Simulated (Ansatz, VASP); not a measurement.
Li3SiN2: VASP beside Ansatz

```
Li Si N
1.0
     1.93481    1.11706    4.81515
    -1.93481    1.11706    4.81515
     0.00000   -2.23412    4.81515
Li Si N
3 1 2
Direct
  0.00000 0.50000 0.50000
  0.50000 0.00000 0.50000
  0.50000 0.50000 0.00000
  0.50000 0.50000 0.50000
  0.77026 0.77026 0.77026
  0.22974 0.22974 0.22974
```

Change from the starting cell: species swapped into the Li2ZnCu3 type (R-3m, No. 166).

Alike in both runs: functional PBE; k mesh 12 × 12 × 12; occupations gaussian, width 0.1 eV; no spin polarisation.

Ansatz relaxed the structure, and its values are those at the end. VASP's run is a single point on that final structure, the one shown.

```csv
,VASP,Ansatz
version,VASP 6.6.1,Ansatz 0.2.0
potentials or method,"VASP PAW PBE potentials, release 64 (Li_sv, Si, N), cutoff 520 eV","scalar-relativistic, plane waves, PAW"
valence electrons in the cell,23,23
```

VASP gave:

- gap on the k mesh at the Fermi level (eV): none
- rms of the force components (eV/Å): 0.028

**Question.** Which values does Ansatz return?

**Answer.** gap on the k mesh at the Fermi level (eV): none; rms of the force components (eV/Å): 0.000.

A gap of «none» marks a metal or a gap that the smearing closes.

Noted on VASP's run: the cutoff is under 1.25 times that of the potentials, so the pressure is a little rough.
